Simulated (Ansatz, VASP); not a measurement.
Two plane-wave programs on InGa2N3

Contents of INCAR:

```
SYSTEM = InGa2N3
ALGO = Fast
EDIFF = 1E-7
EDIFFG = -0.04
ENCUT = 600
GGA = PE
IBRION = 2
ISIF = 3
ISMEAR = 0
ISPIN = 2
LASPH = .True.
LCHARG = .False.
LORBIT = 11
LREAL = .False.
LWAVE = .False.
MAGMOM = 0 0 0 1 1 1
NELM = 150
NSW = 90
PREC = Accurate
SIGMA = 0.1
```

The input KPOINTS:

```
k-points
0
Gamma
  6 6 6
  0 0 0
```

The input POSCAR:

```
InGa2N3
1.0
   -2.6384167400      2.6384167400      3.4359814800
    2.6384167400     -2.6384167400      3.4359814800
    2.6384167400      2.6384167400     -3.4359814800
In Ga N
1 2 3
Direct
    0.5000000000      0.5000000000      0.0000000000
    0.7500000000      0.2500000000      0.5000000000
    0.2500000000      0.7500000000      0.5000000000
    0.0000000000      0.0000000000      0.0000000000
    0.5000000000      0.0000000000      0.5000000000
    0.0000000000      0.5000000000      0.5000000000
```

Input for Ansatz:

```yaml
crystal:
  lattice:
    - [-2.63841674, 2.63841674, 3.43598148]
    - [2.63841674, -2.63841674, 3.43598148]
    - [2.63841674, 2.63841674, -3.43598148]
  atoms:
    - { symbol: In, position: [0.5, 0.5, 0.0] }
    - { symbol: Ga, position: [0.75, 0.25, 0.5] }
    - { symbol: Ga, position: [0.25, 0.75, 0.5] }
    - { symbol: "N", position: [0.0, 0.0, 0.0], spin: 1.0 }
    - { symbol: "N", position: [0.5, 0.0, 0.5], spin: 1.0 }
    - { symbol: "N", position: [0.0, 0.5, 0.5], spin: 1.0 }
basis:
  ecutwfc: 420
kpoints:
  mp_grid: { grid: [6, 6, 6] }
hamiltonian:
  xc: pbe
scf:
  occupations: { method: gaussian, width: 0.1 }
  lower_state_search: "off"
output:
  forces: true
  stress: true
  eigenvalues: true
  populations: true
magnetization:
  spin_polarized: true
relax:
  adjacent_minimum: "off"
  f_tol: 0.04
  max_steps: 70
  cell: { stress_tol: 0.4 }
```

Alike in both runs: task relaxation of cell and atoms; functional PBE; k mesh 6 × 6 × 6; occupations gaussian, width 0.1 eV; collinear spin.

```csv
,VASP,Ansatz
version,VASP 6.6.1,Ansatz 0.2.0
potentials or method,"VASP PAW PBE potentials, release 64 (In_d, Ga_d, N), cutoff 600 eV","scalar-relativistic, plane waves, PAW"
valence electrons in the cell,54,54
```

|  | VASP | Ansatz | Ansatz less VASP |
| --- | --- | --- | --- |
| gap on the k mesh at the Fermi level, each at its own relaxed structure (eV) | none | none | - |
| net moment per atom (μB) | 0.34 | 0.34 | 0.000 |
| size of the moment on the site where the two differ most (μB) | 1.46 | 2.08 | +0.617 |
| relaxed volume (Å³/atom) | 20.93 | 21.06 | +0.126 |
| relaxed length of the cell vector where the two differ most in proportion (Å) | 5.483 | 5.494 | +0.0105 |

Site moments also hang on the region over which each program counts them. A gap of «none» marks a metal or a gap that the smearing closes.

Noted on VASP's run: the volume moved by over 15 % at a fixed basis, so the end points are rough.
